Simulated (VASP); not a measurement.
Wanted: the native input for a VASP 6.6.1 run.

* Task: single point
* Functional: LDA
* Potentials or basis: VASP PAW LDA potentials, release 64 (Nb_sv, B)
* Cutoff: 520 eV
* k mesh: 11 × 11 × 9
* Occupations: fermi-dirac, width 0.1 eV
* Spin: no spin polarisation
* Dipole correction: no
* Further INCAR settings: ALGO = Normal; EDIFF = 1e-06; NBANDS = 16

The structure of NbB2 lies in POSCAR:

```
NbB2
1.0
    3.0014091177      0.0000000000      0.0000000000
   -1.5007045589      2.5992961579      0.0000000000
    0.0000000000      0.0000000000      3.2153786595
Nb B
1 2
Direct
    0.0000000000      0.0000000000      0.0000000000
    0.3333333333      0.6666666667      0.5000000000
    0.6666666667      0.3333333333      0.5000000000
```

These files were run (other wordings do the same):

INCAR

```
  PREC = Accurate
  ENCUT = 520
  EDIFF = 1E-6
  ISMEAR = -1
  SIGMA = 0.1
  LREAL = F
  LASPH = T
  NELM = 60
  ALGO = Normal
  ISIF = 2
  LWAVE = F
  LCHARG = F
  NBANDS = 16
```

KPOINTS

```
regular mesh
0
Gamma
  11 11 9
```

Potentials or basis: VASP PAW LDA potentials, release 64 (Nb_sv, B).

Launch:

```bash
$ cat potpaw_LDA.64/Nb_sv/POTCAR potpaw_LDA.64/B/POTCAR > POTCAR
$ mpirun -np 1 vasp_std > vasp.out
```

Results of the run:

The pressure is 24.0 GPa.

Run time: 46 s on 1 thread of AMD EPYC 7R43 64-Core Processor (Zen 3) (shared host), peak memory 0.11 GiB.
